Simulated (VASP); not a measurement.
# ZrO2 (Fm-3m) in VASP: further runs

The runs below take ZrO2 through single point, with PBE.

Everything below comes from runs of VASP 6.6.1. Logs are shortened: lines on timing, memory, paths and dates and some standing lists are left out, and cuts for length are marked.

## (1) The cell of the first run

Symmetry: Fm-3m, No. 225, cubic system. Conventional cell: a = 4.902 Å, b = 4.902 Å, c = 4.902 Å, α = 90.00°, β = 90.00°, γ = 90.00°. Zr (site symmetry m-3m) has 8 O at 2.12 Å within 2.8 Å. Within 2.8 Å of O (site symmetry -43m) lie 4 Zr at 2.12 Å and 6 O at 2.45 Å.

## (2) Single point, PBE (9.82 Å³/atom)

INCAR reads:

```
  ALGO = Normal
  EDIFF = 1E-6
  ENCUT = 600
  GGA = PE
  GGA_COMPAT = F
  ISIF = 2
  ISMEAR = 0
  LASPH = T
  LCHARG = F
  LREAL = F
  LWAVE = F
  NBANDS = 19
  NELM = 120
  PREC = Accurate
  SIGMA = 0.02
```

KPOINTS reads:

```
k-points
0
Gamma
  8 8 8
```

POSCAR reads:

```
ZrO2
1.0
    0.0000000000      2.4511928470      2.4511928470
    2.4511928470      0.0000000000      2.4511928470
    2.4511928470      2.4511928470      0.0000000000
Zr O
1 2
Direct
    0.0000000000      0.0000000000      0.0000000000
    0.2500000000      0.2500000000      0.2500000000
    0.7500000000      0.7500000000      0.7500000000
```

Potentials or basis: VASP PAW PBE potentials, release 64 (Zr_sv, O).

Command:

```sh
> cat potpaw_PBE.64/Zr_sv/POTCAR potpaw_PBE.64/O/POTCAR > POTCAR
> mpirun -np 1 vasp_std > vasp.out
```

OUTCAR:

```text
EDIFF = 1E-6
   ENCUT = 600
   GGA = PE
   ISIF = 2
   ISMEAR = 0
   LASPH = T
   LREAL = F
   NELM = 120
   PREC = Accurate

 ion  position               nearest neighbor table
   1  0.000  0.000  0.000-   2 2.12   3 2.12   3 2.12   3 2.12   3 2.12   2 2.12   2 2.12   2 2.12

   2  0.250  0.250  0.250-   1 2.12   1 2.12   1 2.12   1 2.12
   3  0.750  0.750  0.750-   1 2.12   1 2.12   1 2.12   1 2.12

  LATTYP: Found a face centered cubic cell.
 ALAT       =     4.9023856940

  Lattice vectors:

 A1 = (   0.0000000000,   2.4511928470,   2.4511928470)
 A2 = (   2.4511928470,   0.0000000000,   2.4511928470)
 A3 = (   2.4511928470,   2.4511928470,   0.0000000000)

Analysis of symmetry for initial positions (statically):
=====================================================================
 Subroutine PRICEL returns:
 Original cell was already a primitive cell.

 Routine SETGRP: Setting up the symmetry group for a
 face centered cubic supercell.

 Subroutine GETGRP returns: Found 48 space group operations
 (whereof 48 operations were pure point group operations)
 out of a pool of 48 trial point group operations.

The static configuration has the point symmetry O_h .

Analysis of symmetry for dynamics (positions and initial velocities):
=====================================================================
 Subroutine PRICEL returns:
 Original cell was already a primitive cell.

 Routine SETGRP: Setting up the symmetry group for a
 face centered cubic supercell.

 Subroutine GETGRP returns: Found 48 space group operations
 (whereof 48 operations were pure point group operations)
 out of a pool of 48 trial point group operations.

The dynamic configuration has the point symmetry O_h .

 Subroutine INISYM returns: Found 48 space group operations
 (whereof 48 operations are pure point group operations),
 and found     1 'primitive' translations

----------------------------------------------------------------------------------------

                                     Primitive cell

  volume of cell :      29.4552

  direct lattice vectors                    reciprocal lattice vectors
     0.000000000  2.451192847  2.451192847    -0.203982318  0.203982318  0.203982318
     2.451192847  0.000000000  2.451192847     0.203982318 -0.203982318  0.203982318
     2.451192847  2.451192847  0.000000000     0.203982318  0.203982318 -0.203982318

[... 83 lines left out ...]
   ENCUT  =  600.0 eV  44.10 Ry    6.64 a.u.   6.92  6.92  6.92*2*pi/ulx,y,z
   NELM   =    120;   NELMIN=  2; NELMDL= -5     # of ELM steps
   EDIFF  = 0.1E-05   stopping-criterion for ELM
   LREAL  =      F    real-space projection
   EDIFFG = 0.1E-04   stopping-criterion for IOM
   NSW    =      0    number of steps for IOM
   IBRION =     -1    ionic relax: 0-MD 1-quasi-New 2-CG
   NFREE  =      0    steps in history (QN), initial steepest desc. (CG)
   ISIF   =      2    stress and relaxation
   ISYM   =      2    0-nonsym 1-usesym 2-fastsym
   POTIM  = 0.5000    time-step for ionic-motion
   TEBEG  =    0.0;   TEEND  =   0.0 temperature during run
   PSTRESS=    0.0 pullay stress
   NELECT =      24.0000    total number of electrons
   NUPDOWN=      -1.0000    fix difference up-down
   EMIN   =  10.00;   EMAX   =-10.00  energy-range for DOS
   EFERMI =   0.00;   METHOD = LEGACY
   ISMEAR =     0;   SIGMA  =   0.02  broadening in eV -4-tet -1-fermi 0-gaus
   EFERMI_NEDOS =   21; number of points for ismear=-14 and -15
   IALGO  =     38    algorithm
   IMIX   =      4    mixing-type and parameters
     AMIX     =   0.40;   BMIX     =  1.00
     AMIX_MAG =   1.60;   BMIX_MAG =  1.00
  volume/ion in A,a.u.               =       9.82        66.26
  Fermi-wavevector in a.u.,A,eV,Ry     =   1.529060  2.889504 31.810740  2.338023
  Thomas-Fermi vector in A             =   2.636733
   LORBIT       =      0    0 simple, 1 ext, 2 COOP (PROOUT), +10 PAW based schemes
   GGA     = PE    functional components
   LHFCALC =     F    Hartree Fock is set to
   AEXX    =    0.0000 exact exchange contribution
   IVDW    =     0    specifies the selected vdW correction
   LEPSILON=     F    determine dielectric tensor
   LRPA    =     F    only Hartree local field effects (RPA)
 non-spin polarized calculation
 Gauss-broadening in eV      SIGMA  =   0.02
  energy-cutoff  :      600.00
  volume of cell :       29.46
 maximum number of plane-waves:       995
   NGX = 13   NGY = 13   NGZ = 13

 number of electron      24.0000009 magnetization

 Free energy of the ion-electron system (eV)
  ---------------------------------------------------
  ext. energy  EPLUGINS =         0.00000000
  ---------------------------------------------------
  free energy    TOTEN  =       -28.11333513 eV

  energy without entropy =      -28.11333513  energy(sigma->0) =      -28.11333513

 E-fermi :   8.7793     XC(G=0): -12.4012

 val. band max:        8.5547178331   @ k =   0.5000   0.5000   0.0000
 cond. band min:      12.2070140676   @ k =   0.0000   0.0000   0.0000
 fundamental gap:      3.6522962345
 Fermi energy:         8.7793432101

 k-point     1 :       0.0000    0.0000    0.0000
  band No.  band energies     occupation
      1     -39.0171      2.00000
      2     -16.8423      2.00000
      3     -16.8423      2.00000
      4     -16.8423      2.00000
      5     -10.1837      2.00000
      6      -7.2128      2.00000
[... 505 lines left out ...]
      6      -7.6592      2.00000
[... 11 lines left out ...]
     18      19.8976      0.00000
     19      24.9507      0.00000

 [... further k-points ...]

------------------------ aborting loop because EDIFF is reached ----------------------------------------

  FORCE on cell =-STRESS in cart. coord.  units (eV):
  Direction    XX          YY          ZZ          XY          YZ          ZX
  --------------------------------------------------------------------------------------
  -------------------------------------------------------------------------------------
  Total        7.3074076      7.3074076      7.3074076      0.0000000     -0.0000000      0.0000000
  in kB      397.4765197    397.4765197    397.4765197      0.0000000     -0.0000000      0.0000000
  external PRESSURE =     397.4765197 kB  Pullay stress =       0.0000000 kB

 VOLUME and BASIS-vectors are now :
 -----------------------------------------------------------------------------
  energy-cutoff  :      600.00
  volume of cell :       29.46
      direct lattice vectors                 reciprocal lattice vectors
     0.000000000  2.451192847  2.451192847    -0.203982318  0.203982318  0.203982318
     2.451192847  0.000000000  2.451192847     0.203982318 -0.203982318  0.203982318
     2.451192847  2.451192847  0.000000000     0.203982318  0.203982318 -0.203982318

 POSITION                                       TOTAL-FORCE (eV/Angst)
 -----------------------------------------------------------------------------------
      0.00000      0.00000      0.00000        -0.000000     -0.000000     -0.000000
      1.22560      1.22560      1.22560        -0.000000     -0.000000     -0.000000
      3.67679      3.67679      3.67679         0.000000      0.000000      0.000000
 -----------------------------------------------------------------------------------
    total drift:                                0.000000      0.000000      0.000000

  FREE ENERGIE OF THE ION-ELECTRON SYSTEM (eV)
  ---------------------------------------------------
  free  energy   TOTEN  =       -28.1133351337 eV

  energy  without entropy=      -28.1133351337  energy(sigma->0) =      -28.11333513
```

OSZICAR:

```text
N       E                     dE             d eps       ncg     rms          rms(c)
DAV:   1     0.205267084061E+03    0.20527E+03   -0.15650E+04  1102   0.147E+03
DAV:   2    -0.239467407504E+02   -0.22921E+03   -0.22126E+03  1285   0.376E+02
DAV:   3    -0.338306127532E+02   -0.98839E+01   -0.98204E+01  1487   0.748E+01
DAV:   4    -0.342173822080E+02   -0.38677E+00   -0.38603E+00  1536   0.113E+01
DAV:   5    -0.342232780354E+02   -0.58958E-02   -0.58955E-02  1371   0.139E+00    0.308E+01
DAV:   6    -0.281201057649E+02    0.61032E+01   -0.21104E+01  1179   0.405E+01    0.112E+01
DAV:   7    -0.281280468482E+02   -0.79411E-02   -0.93877E-01  1367   0.735E+00    0.883E+00
DAV:   8    -0.281388530621E+02   -0.10806E-01   -0.33582E-01  1237   0.544E+00    0.441E+00
DAV:   9    -0.281126667863E+02    0.26186E-01   -0.88113E-02  1208   0.243E+00    0.313E-01
DAV:  10    -0.281135206371E+02   -0.85385E-03   -0.53215E-03  1281   0.751E-01    0.465E-01
DAV:  11    -0.281133173402E+02    0.20330E-03   -0.81004E-04  1213   0.309E-01    0.492E-02
DAV:  12    -0.281133347922E+02   -0.17452E-04   -0.36874E-05  1304   0.497E-02    0.745E-02
DAV:  13    -0.281133345102E+02    0.28202E-06   -0.27240E-05  1173   0.485E-02    0.561E-03
DAV:  14    -0.281133351337E+02   -0.62354E-06   -0.15542E-06  1082   0.132E-02
   1 F= -.28113335E+02 E0= -.28113335E+02  d E =-.109092E-58
```

stdout:

```text
POSCAR found type information on POSCAR ZrO
 POSCAR found :  2 types and       3 ions
 scaLAPACK will be used
 LDA part: xc-table for (Slater+PW92), standard interpolation
 POSCAR, INCAR and KPOINTS ok, starting setup
 FFT: planning ... GRIDC
 FFT: planning ... GRID_SOFT
 FFT: planning ... GRID
 WAVECAR not read
 entering main loop
```

Wall time 10 s (1 thread of Intel Xeon 6975P-C (Granite Rapids), shared host); peak memory 0.16 GiB.

What came out:

- Free energy: -28.1133 eV
- Pressure: 39.7 GPa
- Band gap on the k mesh: 3.65 eV (least direct gap 4.21 eV)

Caveat: the cell stands under pressure.

## (3) Single point, PBE (10.15 Å³/atom)

This run uses another cell than the first one, of 10.15 Å³/atom.

INCAR reads:

```
PREC = Accurate
ENCUT = 600
EDIFF = 1E-6
ISMEAR = 0
SIGMA = 0.02
LREAL = F
LASPH = T
NELM = 120
ALGO = Normal
ISIF = 2
LWAVE = F
LCHARG = F
GGA = PE
NBANDS = 19
GGA_COMPAT = F
```

KPOINTS reads:

```
regular mesh
0
Gamma
  8 8 8
```

POSCAR reads:

```
ZrO2
1.0
    0.0000000000      2.4787366451      2.4787366451
    2.4787366451      0.0000000000      2.4787366451
    2.4787366451      2.4787366451      0.0000000000
Zr O
1 2
Direct
    0.0000000000      0.0000000000      0.0000000000
    0.2500000000      0.2500000000      0.2500000000
    0.7500000000      0.7500000000      0.7500000000
```

Potentials or basis: VASP PAW PBE potentials, release 64 (Zr_sv, O).

Command:

```sh
> cat potpaw_PBE.64/Zr_sv/POTCAR potpaw_PBE.64/O/POTCAR > POTCAR
> mpirun -np 1 vasp_std > vasp.out
```

OUTCAR:

```text
PREC = Accurate
   ENCUT = 600
   EDIFF = 1E-6
   ISMEAR = 0
   LREAL = F
   LASPH = T
   NELM = 120
   ISIF = 2
   GGA = PE

 ion  position               nearest neighbor table
   1  0.000  0.000  0.000-   2 2.15   3 2.15   3 2.15   3 2.15   3 2.15   2 2.15   2 2.15   2 2.15

   2  0.250  0.250  0.250-   1 2.15   1 2.15   1 2.15   1 2.15
   3  0.750  0.750  0.750-   1 2.15   1 2.15   1 2.15   1 2.15

  LATTYP: Found a face centered cubic cell.
 ALAT       =     4.9574732902

  Lattice vectors:

 A1 = (   0.0000000000,   2.4787366451,   2.4787366451)
 A2 = (   2.4787366451,   0.0000000000,   2.4787366451)
 A3 = (   2.4787366451,   2.4787366451,   0.0000000000)

Analysis of symmetry for initial positions (statically):
=====================================================================
 Subroutine PRICEL returns:
 Original cell was already a primitive cell.

 Routine SETGRP: Setting up the symmetry group for a
 face centered cubic supercell.

 Subroutine GETGRP returns: Found 48 space group operations
 (whereof 48 operations were pure point group operations)
 out of a pool of 48 trial point group operations.

The static configuration has the point symmetry O_h .

Analysis of symmetry for dynamics (positions and initial velocities):
=====================================================================
 Subroutine PRICEL returns:
 Original cell was already a primitive cell.

 Routine SETGRP: Setting up the symmetry group for a
 face centered cubic supercell.

 Subroutine GETGRP returns: Found 48 space group operations
 (whereof 48 operations were pure point group operations)
 out of a pool of 48 trial point group operations.

The dynamic configuration has the point symmetry O_h .

 Subroutine INISYM returns: Found 48 space group operations
 (whereof 48 operations are pure point group operations),
 and found     1 'primitive' translations

[... 112 lines left out ...]
   EFERMI_NEDOS =   21; number of points for ismear=-14 and -15
   IALGO  =     38    algorithm
   IMIX   =      4    mixing-type and parameters
     AMIX     =   0.40;   BMIX     =  1.00
     AMIX_MAG =   1.60;   BMIX_MAG =  1.00
  volume/ion in A,a.u.               =      10.15        68.52
  Fermi-wavevector in a.u.,A,eV,Ry     =   1.512069  2.857396 31.107704  2.286352
  Thomas-Fermi vector in A             =   2.622042
   LORBIT       =      0    0 simple, 1 ext, 2 COOP (PROOUT), +10 PAW based schemes
   GGA     = PE    functional components
   LHFCALC =     F    Hartree Fock is set to
   AEXX    =    0.0000 exact exchange contribution
   IVDW    =     0    specifies the selected vdW correction
   LEPSILON=     F    determine dielectric tensor
   LRPA    =     F    only Hartree local field effects (RPA)
 non-spin polarized calculation
 Gauss-broadening in eV      SIGMA  =   0.02
  energy-cutoff  :      600.00
  volume of cell :       30.46
 maximum number of plane-waves:      1036
   NGX = 13   NGY = 13   NGZ = 13

 number of electron      24.0000008 magnetization

 Free energy of the ion-electron system (eV)
  ---------------------------------------------------
  ext. energy  EPLUGINS =         0.00000000
  ---------------------------------------------------
  free energy    TOTEN  =       -28.32584332 eV

  energy without entropy =      -28.32584332  energy(sigma->0) =      -28.32584332

 E-fermi :   8.2472     XC(G=0): -12.2146

 val. band max:        8.1453426886   @ k =   0.5000   0.5000   0.0000
 cond. band min:      11.7123323249   @ k =   0.0000   0.0000   0.0000
 fundamental gap:      3.5669896364
 Fermi energy:         8.2471549040

 k-point     1 :       0.0000    0.0000    0.0000
  band No.  band energies     occupation
      1     -39.5747      2.00000
      2     -17.4010      2.00000
      3     -17.4010      2.00000
      4     -17.4010      2.00000
      5     -10.4316      2.00000
      6      -7.5830      2.00000
[... 505 lines left out ...]
      6      -8.0850      2.00000
[... 11 lines left out ...]
     18      19.2812      0.00000
     19      23.9895      0.00000

 [... further k-points ...]

------------------------ aborting loop because EDIFF is reached ----------------------------------------

  FORCE on cell =-STRESS in cart. coord.  units (eV):
  Direction    XX          YY          ZZ          XY          YZ          ZX
  --------------------------------------------------------------------------------------
  -------------------------------------------------------------------------------------
  Total        5.2011448      5.2011448      5.2011448      0.0000000      0.0000000     -0.0000000
  in kB      273.5825376    273.5825376    273.5825376      0.0000000      0.0000000     -0.0000000
  external PRESSURE =     273.5825376 kB  Pullay stress =       0.0000000 kB

 VOLUME and BASIS-vectors are now :
 -----------------------------------------------------------------------------
  energy-cutoff  :      600.00
  volume of cell :       30.46
      direct lattice vectors                 reciprocal lattice vectors
     0.000000000  2.478736645  2.478736645    -0.201715661  0.201715661  0.201715661
     2.478736645  0.000000000  2.478736645     0.201715661 -0.201715661  0.201715661
     2.478736645  2.478736645  0.000000000     0.201715661  0.201715661 -0.201715661

 POSITION                                       TOTAL-FORCE (eV/Angst)
 -----------------------------------------------------------------------------------
      0.00000      0.00000      0.00000        -0.000000     -0.000000     -0.000000
      1.23937      1.23937      1.23937         0.000000      0.000000      0.000000
      3.71810      3.71810      3.71810        -0.000000     -0.000000     -0.000000
 -----------------------------------------------------------------------------------
    total drift:                                0.000000      0.000000      0.000000

  FREE ENERGIE OF THE ION-ELECTRON SYSTEM (eV)
  ---------------------------------------------------
  free  energy   TOTEN  =       -28.3258433152 eV

  energy  without entropy=      -28.3258433152  energy(sigma->0) =      -28.32584332
```

Run time: 11 s. Hardware: 1 thread of Intel Xeon 6975P-C (Granite Rapids), shared host; peak memory 0.16 GiB.

Results:

```
Free energy            : -28.3258 eV
Pressure               : 27.4 GPa
Band gap on the k mesh : 3.57 eV (least direct gap 4.08 eV)
```

Levels at points of the mesh, in eV from the valence-band top:
```
           k point  band 10  band 11  band 12  band 13  band 14  band 15
(0.00, 0.00, 0.00)    -0.56    -0.56    -0.56     3.57     3.57     7.18
(0.50, 0.00, 0.00)    -2.54    -1.70    -1.70     4.31     4.31     6.84
(0.50, 0.50, 0.00)    -1.63    -1.63     0.00     4.08     5.17     6.58
```

Caveat: the cell stands under pressure.

## (4) Single point, PBE (10.49 Å³/atom)

This run uses another cell than the first one, of 10.49 Å³/atom.

INCAR reads:

```
ALGO = Normal
EDIFF = 1E-6
ENCUT = 600
GGA = PE
GGA_COMPAT = F
ISIF = 2
ISMEAR = 0
LASPH = T
LCHARG = F
LREAL = F
LWAVE = F
NBANDS = 19
NELM = 120
PREC = Accurate
SIGMA = 0.02
```

KPOINTS reads:

```
k-points
0
Gamma
  8 8 8
```

POSCAR reads:

```
ZrO2
1.0
    0.0000000000      2.5056815457      2.5056815457
    2.5056815457      0.0000000000      2.5056815457
    2.5056815457      2.5056815457      0.0000000000
Zr O
1 2
Direct
    0.0000000000      0.0000000000      0.0000000000
    0.2500000000      0.2500000000      0.2500000000
    0.7500000000      0.7500000000      0.7500000000
```

Command:

```sh
> cat potpaw_PBE.64/Zr_sv/POTCAR potpaw_PBE.64/O/POTCAR > POTCAR
> mpirun -np 1 vasp_std > vasp.out
```

Run time: 13 s. Hardware: 1 thread of Intel Xeon 6975P-C (Granite Rapids), shared host; peak memory 0.16 GiB.

Results (log left out):

- Free energy: -28.4669 eV
- Pressure: 16.8 GPa
- Band gap on the k mesh: 3.48 eV (least direct gap 3.97 eV)

Levels at points of the mesh, in eV from the valence-band top:
```csv
k point,band 9,band 10,band 11,band 12,band 13,band 14,band 15,band 16
"(0.00, 0.00, 0.00)",-5.51,-0.55,-0.55,-0.55,3.48,3.48,6.93,9.95
"(0.50, 0.00, 0.00)",-2.61,-2.52,-1.68,-1.68,4.18,4.18,6.52,8.96
"(0.50, 0.50, 0.00)",-3.22,-1.58,-1.58,0.00,3.97,4.99,6.26,7.69
```

Caveat: the cell stands under pressure.

(Part 1 of 2 ends here.)
